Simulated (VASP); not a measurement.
Input of a VASP 6.6.1 run:

The input INCAR:

```
PREC = Accurate
ENCUT = 520
EDIFF = 1E-7
ISMEAR = 1
SIGMA = 0.05
LREAL = F
LASPH = T
NELM = 60
ALGO = Normal
ISIF = 2
LWAVE = F
LCHARG = F
GGA = PS
NBANDS = 10
```

KPOINTS

```
regular mesh
0
Gamma
  5 5 5
```

Contents of POSCAR:

```
Na
1.0
    7.0233430000      0.0000000000      0.0000000000
    0.0000000000      7.0233430000      0.0000000000
    0.0000000000      0.0000000000      7.0233430000
Na
1
Direct
    0.0000000000      0.0000000000      0.0000000000
```

Potentials or basis: VASP PAW PBE potentials, release 64 (Na_pv).

Command:

```console
$ cat potpaw_PBE.64/Na_pv/POTCAR > POTCAR
$ mpirun -np 1 vasp_std > vasp.out
```

Problem. Estimate the band gap on the k mesh.

Solution. Zero (an odd number of electrons rules out a gap without spin polarisation).

Problem. Estimate the pressure.

Solution. -0.1 GPa.

Caveat: the PAW data sets were made with another functional, which shifts forces and pressure a little.
